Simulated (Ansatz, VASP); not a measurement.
**Two plane-wave programs on LiF**

Contents of INCAR:

```
SYSTEM = LiF
PREC     = Accurate       ! precision mode
ENCUT    = 520            ! plane-wave cutoff, eV
EDIFF    = 1E-6           ! SCF threshold, eV
ISMEAR   = -1             ! smearing method
SIGMA    = 0.02           ! smearing width, eV
LREAL    = .FALSE.        ! projectors in reciprocal space
LASPH    = .TRUE.         ! aspherical terms in the spheres
NELM     = 80             ! most SCF steps
ALGO     = Normal         ! electronic algorithm
ISIF     = 2              ! what is computed and relaxed
LWAVE    = .FALSE.        ! write WAVECAR
LCHARG   = .TRUE.         ! write CHGCAR
GGA      = PE             ! functional
LELF     = .TRUE.         ! ELF
LVHAR    = .TRUE.       
NBANDS   = 18             ! bands
```

File KPOINTS:

```
regular mesh
0
G
  12 12 6
  0 0 0
```

Contents of POSCAR:

```
LiF
1.0
    3.2350632629      0.0000000000      0.0000000000
   -1.6175316315      2.8016469685      0.0000000000
    0.0000000000      0.0000000000      5.0246101514
Li F
2 2
Direct
    0.3333333333      0.6666666667     -0.0059835891
    0.6666666667      0.3333333333      0.4940164109
    0.3333333333      0.6666666667      0.3809835891
    0.6666666667      0.3333333333      0.8809835891
```

Input for Ansatz:

```yaml
crystal:
  lattice:
    - [3.2350632629, 0.0, 0.0]
    - [-1.6175316315, 2.8016469685, 0.0]
    - [0.0, 0.0, 5.0246101514]
  atoms:
    - { symbol: Li, position: [0.3333333333, 0.6666666667, -0.0059835891] }
    - { symbol: Li, position: [0.6666666667, 0.3333333333, 0.4940164109] }
    - { symbol: F, position: [0.3333333333, 0.6666666667, 0.3809835891] }
    - { symbol: F, position: [0.6666666667, 0.3333333333, 0.8809835891] }
kpoints:
  mp_grid: { grid: [12, 12, 6] }
  band_path:
    path:
      - [0.0, 0.0, 0.0]
      - [0.5, 0.0, 0.0]
      - [0.3333333333, 0.3333333333, 0.0]
      - [0.0, 0.0, 0.5]
      - [0.5, 0.0, 0.5]
      - [0.3333333333, 0.3333333333, 0.5]
    npoints: 1
hamiltonian:
  xc: pbe
scf:
  occupations: { method: fermi_dirac, width: 0.02 }
  n_extra_bands: 5
output:
  forces: true
  stress: true
  eigenvalues: true
```

Change from the starting cell: hydrostatic strain +5.0%.

Alike in both runs: task single point; functional PBE; k mesh 12 × 12 × 6; occupations fermi-dirac, width 0.02 eV; no spin polarisation.

```csv
,VASP,Ansatz
version,VASP 6.6.1,Ansatz 0.2.0
potentials or method,"VASP PAW PBE potentials, release 64 (Li_sv, F)","plane waves, PAW"
plane-wave cutoff (eV),520,420
valence electrons in the cell,20,20
```

```tsv
	VASP	Ansatz	Ansatz less VASP
gap on the k mesh at the Fermi level (eV)	7.12	7.13	+0.008
rms of the force components (eV/Å)	0.003	0.003	-0.0007
```

Atom by atom the forces differ by 0.001 eV/Å (rms over components). The functional is the same, so the differences come from potentials, cutoffs and numerics.

Noted on VASP's run: the cutoff is under 1.25 times that of the potentials, so the pressure is a little rough.
